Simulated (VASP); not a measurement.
A run of VASP 6.6.1 is set up as follows.

File INCAR:

```
SYSTEM = Si
PREC = Accurate
ENCUT = 520
EDIFF = 1E-6
ISMEAR = 0
SIGMA = 0.01
LREAL = .False.
LASPH = .True.
NELM = 60
ALGO = Normal
ISIF = 2
LWAVE = .False.
LCHARG = .False.
GGA = CA
NBANDS = 11
```

Contents of KPOINTS:

```
regular mesh
0
Gamma
  8 8 8
  0 0 0
```

File POSCAR:

```
Si
1.0
    0.0000000000      2.6666561516      2.6666561516
    2.6666561516      0.0000000000      2.6666561516
    2.6666561516      2.6666561516      0.0000000000
Si
2
Direct
    0.2500000000      0.2500000000      0.2500000000
    0.0000000000      0.0000000000      0.0000000000
```

Potentials or basis: VASP PAW LDA potentials, release 64 (Si).

Run with:

```bash
$ cat potpaw_LDA.64/Si/POTCAR > POTCAR
$ mpirun -np 1 vasp_std > vasp.out
```

(1) Estimate the pressure.

(2) Estimate the band gap on the k mesh.

Answers

(1) 4.1 GPa.

(2) 0.43 eV, indirect (least direct gap 2.55 eV).
